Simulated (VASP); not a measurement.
**TeO4: single point with PBE**

The system is TeO4.

```
Te O
1.0
     5.13316    0.00000    0.00000
     0.00000    5.13316    0.00000
     0.00000    0.00000    4.73884
Te O
2 8
Direct
  0.00000 0.00000 0.00000
  0.50000 0.50000 0.50000
  0.50000 0.00000 0.75000
  0.50000 0.00000 0.25000
  0.00000 0.50000 0.75000
  0.00000 0.50000 0.25000
  0.25000 0.75000 0.75000
  0.75000 0.25000 0.75000
  0.75000 0.75000 0.25000
  0.25000 0.25000 0.25000
```

The cell was generated, and may not be a known phase.

| Quantity | Value |
| --- | --- |
| Program | VASP 6.6.1 |
| Task | single point |
| Functional | PBE |
| Potentials or basis | VASP PAW PBE potentials, release 64 (Te, O) |
| Cutoff | 600 eV |
| k mesh | 3 × 3 × 3 |
| Occupations | gaussian, width 0.2 eV |
| Spin | no spin polarisation |
| Dipole correction | no |
| Further INCAR settings | ALGO = Normal; EDIFF = 1e-06; NBANDS = 41 |

| Property | Result |
| --- | --- |
| Pressure | -0.7 GPa |
| Band gap on the k mesh | zero (bands 30 and 31 overlap by 1.29 eV) |

Levels at points of the mesh, in eV from the Fermi level:
```csv
k point,band 27,band 28,band 29,band 30,band 31,band 32,band 33,band 34
"(0.00, 0.00, 0.00)",-0.81,-0.79,-0.71,-0.71,-0.18,0.57,0.84,1.76
```

Run time: 59 s on 1 thread of Intel Xeon 8259CL, on a shared host, peak memory 0.25 GiB.

Caveat: the k points lie up to 0.44 Å⁻¹ apart, too coarse for converged energies and pressures of a metal; spin-orbit coupling is left out, which moves the levels of the heavy elements.
